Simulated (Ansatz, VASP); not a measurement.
## SiC in VASP and in Ansatz

Contents of INCAR:

```
SYSTEM = SiC
PREC     = Accurate       ! precision mode
ENCUT    = 520            ! plane-wave cutoff, eV
EDIFF    = 1E-7           ! SCF threshold, eV
ISMEAR   = 0              ! smearing method
SIGMA    = 0.01           ! smearing width, eV
LREAL    = .False.        ! projectors in reciprocal space
LASPH    = .True.         ! aspherical terms in the spheres
NELM     = 100            ! most SCF steps
ALGO     = Normal         ! electronic algorithm
ISIF     = 2              ! what is computed and relaxed
LWAVE    = .False.        ! write WAVECAR
LCHARG   = .False.        ! write CHGCAR
GGA      = PS             ! functional
NBANDS   = 16             ! bands
```

Contents of KPOINTS:

```
regular mesh
0
Gamma
  8 8 6
  0 0 0
```

POSCAR

```
SiC
1.0
    3.0584077666      0.0000000000      0.0000000000
   -1.5292038833      2.6486588210      0.0000000000
    0.0000000000      0.0000000000      5.0179704474
Si C
2 2
Direct
    0.3333333333      0.6666666667      0.0045948112
    0.6666666667      0.3333333333      0.5045948112
    0.3333333333      0.6666666667      0.3804051888
    0.6666666667      0.3333333333      0.8804051888
```

Input for Ansatz:

```yaml
crystal:
  lattice:
    - [3.05840776661, 0.0, 0.0]
    - [-1.5292038833, 2.64865882101, 0.0]
    - [0.0, 0.0, 5.01797044741]
  atoms:
    - { symbol: Si, position: [0.333333333333, 0.666666666667, 0.004594811198] }
    - { symbol: Si, position: [0.666666666667, 0.333333333333, 0.504594811198] }
    - { symbol: C, position: [0.333333333333, 0.666666666667, 0.380405188802] }
    - { symbol: C, position: [0.666666666667, 0.333333333333, 0.880405188802] }
kpoints:
  mp_grid: { grid: [8, 8, 6] }
scf:
  occupations: { method: fixed }
  convergence: { dr2_threshold: 1.0e-10 }
hamiltonian:
  xc: pbesol
  pseudopotentials: { kind: all_electron, lapw: { basis_error: 0.0005 } }
output:
  forces: true
  stress: true
  eigenstates:
    kpoints:
      - [0.0, 0.0, 0.0]
      - [-0.666666667, 0.333333333, 0.0]
      - [0.5, -0.5, 0.0]
      - [0.0, 0.5, 0.0]
      - [0.5, 0.0, 0.0]
      - [0.0, 0.0, -0.5]
      - [-0.5, 0.0, -0.5]
      - [-0.5, 0.5, -0.5]
      - [0.0, -0.5, -0.5]
  eigenvalues: true
```

Alike in both runs: task single point; functional PBEsol; k mesh 8 × 8 × 6; no spin polarisation.

|  | VASP | Ansatz |
| --- | --- | --- |
| version | VASP 6.6.1 | Ansatz 0.2.0 |
| potentials or method | VASP PAW PBE potentials, release 64 (Si, C), cutoff 520 eV | all-electron LAPW, scalar-relativistic |
| occupations | gaussian, width 0.01 eV | fixed |

|  | VASP | Ansatz | Ansatz less VASP |
| --- | --- | --- | --- |
| gap on the k mesh at the Fermi level (eV) | 2.35 | 2.36 | +0.011 |
| pressure (GPa) | 4.4 | 3.9 | -0.44 |

VASP's potentials were made for PBE, not for PBEsol. Ansatz ran all-electron here, and VASP with PAW potentials.
